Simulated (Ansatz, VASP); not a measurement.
## AlN in VASP and in Ansatz

File POSCAR:

```
AlN
1.0
    0.0000000000      2.1362439000      1.9836550500
    2.1362439000      0.0000000000      1.9836550500
    2.1362439000      2.1362439000      0.0000000000
Al N
1 1
Direct
    0.5000000000      0.5000000000      0.5000000000
    0.0000000000      0.0000000000      0.0000000000
```

The input INCAR.step1:

```
SYSTEM = AlN
PREC = Accurate
ENCUT = 520
ISMEAR = 0
SIGMA = 0.05
LREAL = .False.
LASPH = .True.
NELM = 60
NBANDS = 11
GGA = PE
ALGO = Normal
EDIFF = 1E-4
LWAVE = .True.
LCHARG = .False.
```

Contents of INCAR.step2:

```
SYSTEM = AlN
PREC = Accurate
ENCUT = 520
EDIFF = 1E-6
ISMEAR = 0
SIGMA = 0.05
LREAL = .False.
LASPH = .True.
NELM = 60
ALGO = Normal
ISIF = 2
LWAVE = .False.
LCHARG = .True.
METAGGA = R2SCAN
LMIXTAU = .True.
LELF = .True.
LVHAR = .True.
NBANDS = 11
ISTART = 1
```

KPOINTS

```
regular mesh
0
Gamma
  10 10 10
  0 0 0
```

Input for Ansatz:

```yaml
crystal:
  lattice:
    - [0.0, 2.1362439, 1.98365505]
    - [2.1362439, 0.0, 1.98365505]
    - [2.1362439, 2.1362439, 0.0]
  atoms:
    - { symbol: Al, position: [0.5, 0.5, 0.5] }
    - { symbol: "N", position: [0.0, 0.0, 0.0] }
basis:
  ecutwfc: 500
kpoints:
  mp_grid: { grid: [10, 10, 10] }
hamiltonian:
  xc: r2scan
scf:
  occupations: { method: gaussian, width: 0.05 }
output:
  forces: true
  stress: true
  eigenvalues: true
```

Change from the starting cell: strain +0.050 along x and y, -0.025 along z, atoms carried along.

Alike in both runs: task single point; functional r2SCAN; k mesh 10 × 10 × 10; occupations gaussian, width 0.05 eV; no spin polarisation.

```csv
,VASP,Ansatz
version,VASP 6.6.1,Ansatz 0.2.0
potentials or method,"VASP PAW PBE potentials, release 64 (Al, N), cutoff 520 eV","scalar-relativistic, plane waves, PAW"
valence electrons in the cell,8,8
```

Ansatz gave:

```
gap on the k mesh at the Fermi level (eV)                     : 4.12
least direct gap on the mesh (eV)                             : 4.92
pressure (GPa)                                                : -19.6
traceless stress, the component that is largest in VASP (GPa) : 8.39
```

Task: What did VASP give for the same quantities?

Result: gap on the k mesh at the Fermi level (eV): 4.12; least direct gap on the mesh (eV): 4.95; pressure (GPa): -20.3; traceless stress, the component that is largest in VASP (GPa): 8.59.

VASP's potentials were made for PBE, not for r2SCAN.
